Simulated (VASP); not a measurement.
# N: single point with PBEsol

Crystal: N.

```
N
1.0
     5.67917    0.00000    0.00000
     0.00000    5.67917    0.00000
     0.00000    0.00000    5.67917
N
4
Direct
  0.47679 0.97679 0.52321
  0.97679 0.52321 0.47679
  0.02321 0.02321 0.02321
  0.52321 0.47679 0.97679
```

```yaml
Program: VASP 6.6.1
Task: single point
Functional: PBEsol
Potentials_or_basis: VASP PAW PBE potentials, release 64 (N)
Cutoff: 600 eV
k_mesh: 3 × 3 × 3
Occupations: fermi-dirac, width 0.05 eV
Spin: no spin polarisation
```

The pressure is -3.7 GPa and the largest force is 0.289 eV/Å. The band gap on the k mesh is zero (band 10 reaches -5.42 eV, above the bottom of band 11 at -5.45 eV).

Forces on the atoms (eV/Å):
```
N   -0.167 -0.167  0.167
N   -0.167  0.167 -0.167
N    0.167  0.167  0.167
N    0.167 -0.167 -0.167
```

Levels at points of the mesh, in eV from the Fermi level:
| k point | band 7 | band 8 | band 9 | band 10 | band 11 | band 12 |
| --- | --- | --- | --- | --- | --- | --- |
| (0.00, 0.00, 0.00) | -0.44 | 0.00 | 0.00 | 0.00 | 0.03 | 0.03 |

Wall time 7.9 s on 1 thread of Intel(R) Xeon(R) 6975P-C (Granite Rapids), on a shared host, peak memory 0.3 GiB.

Caveat: the k points lie up to 0.37 Å⁻¹ apart; the PAW data sets were made with another functional, which shifts forces and pressure a little.
